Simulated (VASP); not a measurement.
# Ta2NbN3 (P-62m) in VASP: a series of runs, part 3 of 3

VASP 6.6.1. Earlier steps stand in the parts before.

## Step 4: Relaxation of cell and atoms, PBE

File INCAR:

```
SYSTEM = Ta2NbN3
  PREC = Accurate
  ENCUT = 600
  EDIFF = 1E-7
  ISMEAR = 0
  SIGMA = 0.1
  LREAL = .False.
  LASPH = .True.
  NELM = 60
  ALGO = Normal
  ISIF = 3
  LWAVE = .False.
  LCHARG = .False.
  GGA = PE
  IBRION = 2
  NSW = 80
  EDIFFG = -0.001
```

File KPOINTS:

```
regular mesh
0
Gamma
  6 6 12
  0 0 0
```

File POSCAR:

```
Ta2NbN3
1.0
    5.2280154039      0.0000000000      0.0000000000
   -2.6140077020      4.5275941511      0.0000000000
    0.0000000000      0.0000000000      2.9187374185
Ta Nb N
2 1 3
Direct
    0.3333333333      0.6666666667      0.5000000000
    0.6666666667      0.3333333333      0.5000000000
    0.0000000000      0.0000000000      0.0000000000
    0.3946437177      0.0000000000      0.0000000000
    0.0000000000      0.3946437177      0.0000000000
    0.6053562823      0.6053562823      0.0000000000
```

Potentials or basis: VASP PAW PBE potentials, release 64 (Ta_pv, Nb_sv, N).

Command:

```console
$ cat potpaw_PBE.64/Ta_pv/POTCAR potpaw_PBE.64/Nb_sv/POTCAR potpaw_PBE.64/N/POTCAR > POTCAR
$ mpirun -np 1 vasp_std > vasp.out
```

OUTCAR:

```text
SYSTEM = Ta2NbN3
   PREC = Accurate
   ENCUT = 600
   EDIFF = 1E-7
   ISMEAR = 0
   LREAL = .False.
   LASPH = .True.
   NELM = 60
   ISIF = 3
   GGA = PE
   IBRION = 2
   NSW = 80
   EDIFFG = -0.001

 ion  position               nearest neighbor table
   1  0.333  0.667  0.500-   4 2.17   4 2.17   5 2.17   5 2.17   6 2.17   6 2.17   2 3.02   2 3.02
                             2 3.02
   2  0.667  0.333  0.500-   5 2.17   5 2.17   4 2.17   4 2.17   6 2.17   6 2.17   1 3.02   1 3.02
                             1 3.02
   3  0.000  0.000  0.000-   6 2.06   5 2.06   4 2.06
   4  0.395  0.000  0.000-   3 2.06   1 2.17   1 2.17   2 2.17   2 2.17
   5  0.000  0.395  0.000-   3 2.06   2 2.17   2 2.17   1 2.17   1 2.17
   6  0.605  0.605  0.000-   3 2.06   2 2.17   2 2.17   1 2.17   1 2.17

  LATTYP: Found a hexagonal cell.
 ALAT       =     5.2280154039
 C/A-ratio  =     0.5582878383

  Lattice vectors:

 A1 = (   5.2280154039,   0.0000000000,   0.0000000000)
 A2 = (  -2.6140077020,   4.5275941511,   0.0000000000)
 A3 = (   0.0000000000,   0.0000000000,   2.9187374185)

Analysis of symmetry for initial positions (statically):
=====================================================================
 Subroutine PRICEL returns:
 Original cell was already a primitive cell.
[... 183 lines left out ...]

  FORCE on cell =-STRESS in cart. coord.  units (eV):
  Direction    XX          YY          ZZ          XY          YZ          ZX
  --------------------------------------------------------------------------------------
  -------------------------------------------------------------------------------------
  Total        0.1831401      0.1831401     -0.0518120     -0.0000000     -0.0000000      0.0000000
  in kB        4.2471202      4.2471202     -1.2015489     -0.0000000     -0.0000000      0.0000000
  external PRESSURE =       2.4308972 kB  Pullay stress =       0.0000000 kB
[... 267 lines left out ...]
--------------------------------------- Ionic step        8  -------------------------------------------

 number of electron      49.9999998 magnetization

 Free energy of the ion-electron system (eV)
  ---------------------------------------------------
  ext. energy  EPLUGINS =         0.00000000
  ---------------------------------------------------
  free energy    TOTEN  =       -65.94378232 eV

  energy without entropy =      -65.94054216  energy(sigma->0) =      -65.94216224

 E-fermi :   9.6628     XC(G=0): -12.8881

 val. band max:        9.5238498923   @ k =   0.1667   0.0000   0.0833
 cond. band min:       9.7038647229   @ k =   0.1667   0.0000   0.3333
 fundamental gap:      0.1800148306
 Fermi energy:         9.6627814225

 k-point     1 :       0.0000    0.0000    0.0000
  band No.  band energies     occupation
      1     -46.2958      2.00000
      2     -26.6148      2.00000
      3     -26.6148      2.00000
      4     -26.2289      2.00000
      5     -26.2289      2.00000
      6     -26.1113      2.00000
[... 781 lines left out ...]
     29      11.6759      0.00000
     30      12.1561      0.00000

 [... further k-points ...]
[... 5 lines left out ...]
  --------------------------------------------------------------------------------------
  -------------------------------------------------------------------------------------
  Total       -0.0047293     -0.0047293      0.0041642      0.0000000      0.0000000      0.0000000
  in kB       -0.1095442     -0.1095442      0.0964546      0.0000000      0.0000000      0.0000000
  external PRESSURE =      -0.0408779 kB  Pullay stress =       0.0000000 kB
[... 21 lines left out ...]
  FREE ENERGIE OF THE ION-ELECTRON SYSTEM (eV)
  ---------------------------------------------------
  free  energy   TOTEN  =       -65.9437823182 eV

  energy  without entropy=      -65.9405421562  energy(sigma->0) =      -65.94216224

 reached required accuracy - stopping structural energy minimisation
```

It took 5.4 min on 1 thread of AMD EPYC 9R45 (Zen 5), shared host; peak memory 0.26 GiB.

Results:

* Free energy: -65.9438 eV
* Relaxed volume: 11.53 Å³/atom
* Relaxed cell: a = 5.233 Å, b = 5.233 Å, c = 2.916 Å, α = 90.00°, β = 90.00°, γ = 120.00°
* Space group after relaxing (to 0.05 Å): P-62m (No. 189)
* Energy gained by relaxing: 0.1 meV/atom
* Ionic steps: 8
* Pressure after relaxing: 0.0 GPa
* Band gap on the k mesh: zero (band 25 reaches 11.22 eV, above the bottom of band 26 at 8.34 eV)

The path:
```tsv
step	energy change (eV)	largest force (eV/Å)	pressure (GPa)	volume (Å³)
1	0.0000	0.0663	0.24	69.09
2	-0.0004	0.0276	-0.44	69.26
3	-0.0005	0.0352	-0.31	69.23
4	-0.0005	0.0180	0.35	69.10
5	-0.0006	0.0072	0.04	69.16
6	-0.0006	0.0079	0.04	69.16
7	-0.0006	0.0040	-0.02	69.17
8	-0.0006	0.0000	0.00	69.17
```

Final structure:
```xyz
6
Lattice="5.2332 0.0000 0.0000 -2.6166 4.5321 0.0000 0.0000 0.0000 2.9164" Properties=species:S:1:pos:R:3 pbc="T T T"
Ta    0.0000    3.0214    1.4582
Ta    2.6166    1.5107    1.4582
Nb    0.0000    0.0000    0.0000
N     2.0606    0.0000    0.0000
N    -1.0303    1.7846    0.0000
N     1.5863    2.7475    0.0000
```

Caveat: spin-orbit coupling is left out, which moves the levels of the heavy elements.

## Step 5: Single point, PBE

This run uses another cell than the first one: it holds 12 atoms, not 6.

File INCAR:

```
SYSTEM = Ta2NbN3
PREC = Accurate
ENCUT = 520
EDIFF = 1E-7
ISMEAR = 0
SIGMA = 0.2
LREAL = .FALSE.
LASPH = .TRUE.
NELM = 100
ALGO = Normal
ISIF = 2
LWAVE = .FALSE.
LCHARG = .FALSE.
GGA = PE
NBANDS = 62
```

File KPOINTS:

```
regular mesh
0
G
  8 4 4
  0 0 0
```

File POSCAR:

```
Ta2NbN3
1.0
    0.0000000000      0.0000000000     -2.9187374185
    2.6140077020     -4.5275941511      0.0000000000
   -7.8420231058     -4.5275941512      0.0000000000
Ta Nb N
4 2 6
Direct
    0.5000000000      0.5000000000      0.8333333333
    0.5000000000      1.0000000000      0.3333333333
    0.5000000000      0.0000000000      0.6666666667
    0.5000000000      0.5000000000      0.1666666667
    1.0000000000      0.0000000000      1.0000000000
    0.0000000000      0.5000000000      0.5000000000
    0.0000000000      0.1973218589      0.8026781411
    0.0000000000      0.6973218589      0.3026781411
    1.0000000000      0.1053562823      0.5000000000
    1.0000000000      0.6053562823      1.0000000000
    1.0000000000      0.6973218589      0.6973218589
    1.0000000000      0.1973218589      0.1973218589
```

Command:

```console
$ cat potpaw_PBE.64/Ta_pv/POTCAR potpaw_PBE.64/Nb_sv/POTCAR potpaw_PBE.64/N/POTCAR > POTCAR
$ mpirun -np 1 vasp_std > vasp.out
```

Run time: 4.9 min. Hardware: 1 thread of AMD EPYC 9R45 (Zen 5), shared host; peak memory 0.42 GiB.

The run converged. Its results:

| Item | Value |
| --- | --- |
| Free energy | -131.8730 eV |
| Pressure | 0.4 GPa |
| Largest force | 0.074 eV/Å |
| Band gap on the k mesh | zero (band 50 reaches 10.34 eV, above the bottom of band 51 at 8.64 eV) |

Forces on the atoms (eV/Å):
```
Ta   0.047  0.016  0.000
Ta   0.047  0.016  0.000
Ta  -0.037 -0.032  0.000
Ta  -0.037 -0.032  0.000
Nb  -0.013  0.022  0.000
Nb  -0.013  0.022  0.000
N   -0.073 -0.010  0.000
N   -0.073 -0.010  0.000
N    0.031 -0.054  0.000
N    0.031 -0.054  0.000
N    0.045  0.058  0.000
N    0.045  0.058  0.000
```

Stress tensor (GPa, compression positive):
```
0.54 0.05 0.00
0.05 0.48 0.00
0.00 0.00 0.18
```

Levels at points of the mesh, in eV from the Fermi level:
```tsv
k point	band 48	band 49	band 50	band 51	band 52	band 53
(0.00, 0.00, 0.00)	-2.64	-1.62	-1.05	-1.05	0.38	0.39
(0.50, 0.00, 0.00)	-1.85	-1.16	0.43	1.01	1.55	1.56
(0.00, 0.50, 0.00)	-2.84	-2.16	-2.16	1.13	1.13	1.24
(0.50, 0.50, 0.00)	-2.09	-1.47	-1.47	1.69	1.69	1.85
(0.00, 0.00, 0.50)	-2.91	-1.50	-1.50	0.59	0.59	0.81
(0.50, 0.00, 0.50)	-2.57	0.01	0.01	1.11	1.11	1.26
(0.00, 0.50, 0.50)	-2.76	-2.63	-2.63	1.10	1.10	1.67
(0.50, 0.50, 0.50)	-1.86	-1.17	-1.17	0.43	0.43	1.01
```

Caveat: spin-orbit coupling is left out, which moves the levels of the heavy elements.

## Step 6: The runs side by side

| task | cell | k mesh | cutoff (eV) | smearing | gap on the mesh (eV) | pressure (GPa) | relaxed volume (Å³/atom) | largest force (eV/Å) |
| --- | --- | --- | --- | --- | --- | --- | --- | --- |
| single point | a = 5.228, b = 5.228, c = 2.919 Å, angles 90.0, 90.0, 120.0°, 6 atoms | 6 × 6 × 10 | 520 | gaussian 0.1 eV | none | 0.3 | - | 0.05 |
| relaxation of cell and atoms | relaxed from a = 5.218, b = 5.218, c = 2.930 Å, angles 90.0, 90.0, 120.0°, 6 atoms | 6 × 6 × 10 | 600 | gaussian 0.1 eV | none | 0.0 | 11.53 | - |
| relaxation of cell and atoms | relaxed from a = 5.228, b = 5.228, c = 2.919 Å, angles 90.0, 90.0, 120.0°, 6 atoms | 6 × 6 × 12 | 600 | gaussian 0.1 eV | none | 0.0 | 11.53 | - |
| single point | a = 2.919, b = 5.228, c = 9.055 Å, 12 atoms | 8 × 4 × 4 | 520 | gaussian 0.2 eV | none | 0.4 | - | 0.07 |

Alike in all rows: level PBE; potentials or basis VASP PAW PBE potentials, release 64 (Ta_pv, Nb_sv, N); no spin polarisation.

Caveats: spin-orbit coupling is left out, which moves the levels of the heavy elements.

Total energies depend on the potentials used, so only differences within one code and one set of settings carry meaning.
